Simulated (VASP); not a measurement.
MgO: single point with LDA

The system is MgO.

```
Mg O
1.0
     0.00000    2.10217    2.10217
     2.10217    0.00000    2.10217
     2.10217    2.10217    0.00000
Mg O
1 1
Cartesian
  0.0000 0.0000 0.0000
  2.1022 2.1022 2.1022
```

| Property | Result |
| --- | --- |
| Program | VASP 6.6.1 |
| Task | single point |
| Functional | LDA |
| Potentials or basis | VASP PAW LDA potentials, release 64 (Mg, O) |
| Cutoff | 600 eV |
| k mesh | 8 × 8 × 8 |
| Occupations | gaussian, width 0.01 eV |
| Spin | no spin polarisation |
| Dipole correction | no |
| Further INCAR settings | ALGO = Normal; EDIFF = 1e-06; NBANDS = 11 |

```json
{
  "Pressure": "-7.2 GPa",
  "Band gap on the k mesh": "4.71 eV, direct"
}
```

Levels at points of the mesh, in eV from the valence-band top:
| k point | band 1 | band 2 | band 3 | band 4 | band 5 | band 6 | band 7 | band 8 | band 9 |
| --- | --- | --- | --- | --- | --- | --- | --- | --- | --- |
| (0.00, 0.00, 0.00) | -17.03 | 0.00 | 0.00 | 0.00 | 4.71 | 15.56 | 15.56 | 15.56 | 19.60 |
| (0.50, 0.00, 0.00) | -15.66 | -4.72 | -0.67 | -0.67 | 7.77 | 12.46 | 16.06 | 16.06 | 20.64 |
| (0.50, 0.50, 0.00) | -15.39 | -4.18 | -1.38 | -1.38 | 8.90 | 9.76 | 12.95 | 18.72 | 18.72 |

It took 7.2 s on 1 thread of Intel(R) Xeon(R) Platinum 8488C (Sapphire Rapids), with other jobs on the host, peak memory 0.13 GiB.
